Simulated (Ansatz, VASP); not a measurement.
## One calculation of WSe2, two programs

Contents of INCAR:

```
PREC     = Accurate       # precision mode
ENCUT    = 600            # plane-wave cutoff, eV
EDIFF    = 1E-7           # SCF threshold, eV
ISMEAR   = 0              # smearing method
SIGMA    = 0.02           # smearing width, eV
LREAL    = False          # projectors in reciprocal space
LASPH    = True           # aspherical terms in the spheres
NELM     = 60             # most SCF steps
ALGO     = Normal         # electronic algorithm
ISIF     = 3              # what is computed and relaxed
LWAVE    = False          # write WAVECAR
LCHARG   = False          # write CHGCAR
GGA      = PE             # functional
IVDW     = 12             # dispersion correction
IBRION   = 2              # ionic algorithm
NSW      = 50             # ionic steps
EDIFFG   = -0.003         # ionic threshold
```

File KPOINTS:

```
regular mesh
0
Gamma
  9 9 2
```

POSCAR

```
WSe2
1.0
    3.2921318426      0.0000000000      0.0000000000
   -1.6460659213      2.8510698083      0.0000000000
    0.0000000000      0.0000000000     12.8396602675
W Se
2 4
Direct
    0.3333333333      0.6666666667      0.2500000000
    0.6666666667      0.3333333333      0.7500000000
    0.3333333333      0.6666666667      0.6182884663
    0.6666666667      0.3333333333      0.1182884663
    0.3333333333      0.6666666667      0.8817115337
    0.6666666667      0.3333333333      0.3817115337
```

Input for Ansatz:

```yaml
crystal:
  lattice:
    - [3.2921318426, 0.0, 0.0]
    - [-1.6460659213, 2.8510698083, 0.0]
    - [0.0, 0.0, 12.8396602675]
  atoms:
    - { symbol: W, position: [0.3333333333, 0.6666666667, 0.25] }
    - { symbol: W, position: [0.6666666667, 0.3333333333, 0.75] }
    - { symbol: Se, position: [0.3333333333, 0.6666666667, 0.6182884663] }
    - { symbol: Se, position: [0.6666666667, 0.3333333333, 0.1182884663] }
    - { symbol: Se, position: [0.3333333333, 0.6666666667, 0.8817115337] }
    - { symbol: Se, position: [0.6666666667, 0.3333333333, 0.3817115337] }
basis: {}
kpoints:
  mp_grid: { grid: [9, 9, 2] }
hamiltonian:
  xc: pbe
  dispersion: d3bj
  pseudopotentials: { kind: all_electron, lapw: {} }
scf:
  occupations: { method: gaussian, width: 0.02 }
output:
  forces: true
  stress: true
  eigenvalues: true
relax:
  adjacent_minimum: "off"
  f_tol: 0.003
  max_steps: 30
  cell: { stress_tol: 0.03 }
```

Alike in both runs: task relaxation of cell and atoms; functional PBE; dispersion D3(BJ); k mesh 9 × 9 × 2; occupations gaussian, width 0.02 eV; no spin polarisation.

```csv
,VASP,Ansatz
version,VASP 6.6.1,Ansatz 0.2.0
potentials or method,"VASP PAW PBE potentials, release 64 (W_sv, Se), cutoff 600 eV","scalar-relativistic, all-electron LAPW"
```

```csv
,VASP,Ansatz,Ansatz less VASP
"gap on the k mesh at the Fermi level, each at its own relaxed structure (eV)",0.99,1.00,+0.007
relaxed volume (Å³/atom),19.88,19.85,-0.023
relaxed cell length with the largest relative difference (Å),3.281,3.279,-0.0014
```

Ansatz ran all-electron here, and VASP with PAW potentials.

Spin-orbit coupling is off throughout.
